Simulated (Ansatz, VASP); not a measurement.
Two plane-wave programs on AlN

The input INCAR:

```
SYSTEM = AlN
PREC     = Accurate       ! precision mode
ENCUT    = 520            ! plane-wave cutoff, eV
EDIFF    = 1E-6           ! SCF threshold, eV
ISMEAR   = -1             ! smearing method
SIGMA    = 0.08           ! smearing width, eV
LREAL    = .False.        ! projectors in reciprocal space
LASPH    = .True.         ! aspherical terms in the spheres
NELM     = 100            ! most SCF steps
ALGO     = Normal         ! electronic algorithm
ISIF     = 2              ! what is computed and relaxed
LWAVE    = .False.        ! write WAVECAR
LCHARG   = .True.         ! write CHGCAR
GGA      = PS             ! functional
LELF     = .True.         ! ELF
LVHAR    = .True.       
NBANDS   = 11             ! bands
```

KPOINTS

```
regular mesh
0
Gamma
  15 15 15
  0 0 0
```

File POSCAR:

```
AlN
1.0
    0.0000000000      1.8862471766      1.8862471766
    1.8862471766      0.0000000000      1.8862471766
    1.8862471766      1.8862471766      0.0000000000
Al N
1 1
Direct
    0.0000000000      0.0000000000      0.0000000000
    0.2500000000      0.2500000000      0.2500000000
```

Input for Ansatz:

```yaml
crystal:
  lattice:
    - [0.0, 1.8862471766, 1.8862471766]
    - [1.8862471766, 0.0, 1.8862471766]
    - [1.8862471766, 1.8862471766, 0.0]
  atoms:
    - { symbol: Al, position: [0.0, 0.0, 0.0] }
    - { symbol: "N", position: [0.25, 0.25, 0.25] }
kpoints:
  mp_grid: { grid: [15, 15, 15] }
scf:
  occupations: { method: fermi_dirac, width: 0.08 }
hamiltonian:
  xc: pbesol
  pseudopotentials: { kind: paw }
output:
  forces: true
  stress: true
  eigenvalues: true
  populations: true
  write_density: true
  write_potential: true
  elf: true
  volumetric_format: npy
```

Change from the starting cell: volume scaled by 0.64, PAW files.

Alike in both runs: task single point; functional PBEsol; k mesh 15 × 15 × 15; occupations fermi-dirac, width 0.08 eV; no spin polarisation.

```csv
,VASP,Ansatz
version,VASP 6.6.1,Ansatz 0.2.0
potentials or method,"VASP PAW PBE potentials, release 64 (Al, N)","PAW with Ansatz's default frozen-core files, scalar-relativistic"
plane-wave cutoff (eV),520,420
valence electrons in the cell,8,8
```

Ansatz gave:

* gap on the k mesh at the Fermi level (eV): 3.35
* pressure (GPa): 207.4

Question: Estimate VASP's values.

Answer: gap on the k mesh at the Fermi level (eV): 3.32; pressure (GPa): 212.0.

VASP's potentials were made for PBE, not for PBEsol. Both programs put the cell under a high pressure, so it lies far from rest at this level. With one functional, cell and mesh, what is left measures potentials, basis and numerics.

Noted on VASP's run: the cell as given lies far from equilibrium.
